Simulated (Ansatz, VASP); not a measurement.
## BN: VASP beside Ansatz

INCAR

```
SYSTEM = BN
PREC = Accurate
ENCUT = 600
EDIFF = 1E-6
ISMEAR = 0
SIGMA = 0.02
LREAL = .FALSE.
LASPH = .TRUE.
NELM = 120
ALGO = Normal
ISIF = 2
LWAVE = .FALSE.
LCHARG = .TRUE.
GGA = PE
LELF = .TRUE.
LVHAR = .TRUE.
NBANDS = 11
GGA_COMPAT = .FALSE.
```

Contents of KPOINTS:

```
Automatic mesh
0
G
  12 12 12
  0 0 0
```

Contents of POSCAR:

```
BN
1.0
    0.0000000000      1.7562389447      1.7562389447
    1.7562389447      0.0000000000      1.7562389447
    1.7562389447      1.7562389447      0.0000000000
B N
1 1
Direct
    0.0000000000      0.0000000000      0.0000000000
    0.2500000000      0.2500000000      0.2500000000
```

Input for Ansatz:

```yaml
crystal:
  lattice:
    - [0.0, 1.7562389447, 1.7562389447]
    - [1.7562389447, 0.0, 1.7562389447]
    - [1.7562389447, 1.7562389447, 0.0]
  atoms:
    - { symbol: B, position: [0.0, 0.0, 0.0] }
    - { symbol: "N", position: [0.25, 0.25, 0.25] }
basis:
  ecutwfc: 420
kpoints:
  mp_grid: { grid: [12, 12, 12] }
hamiltonian:
  xc: pbe
scf:
  occupations: { method: gaussian, width: 0.02 }
output:
  forces: true
  stress: true
  eigenvalues: true
```

Alike in both runs: task single point; functional PBE; k mesh 12 × 12 × 12; occupations gaussian, width 0.02 eV; no spin polarisation.

|  | VASP | Ansatz |
| --- | --- | --- |
| version | VASP 6.6.1 | Ansatz 0.2.0 |
| potentials or method | VASP PAW PBE potentials, release 64 (B, N), cutoff 600 eV | scalar-relativistic, plane waves, PAW |
| valence electrons in the cell | 8 | 8 |

```tsv
	VASP	Ansatz	Ansatz less VASP
gap on the k mesh at the Fermi level (eV)	4.55	4.56	+0.012
least direct gap on the mesh (eV)	9.23	9.24	+0.012
```
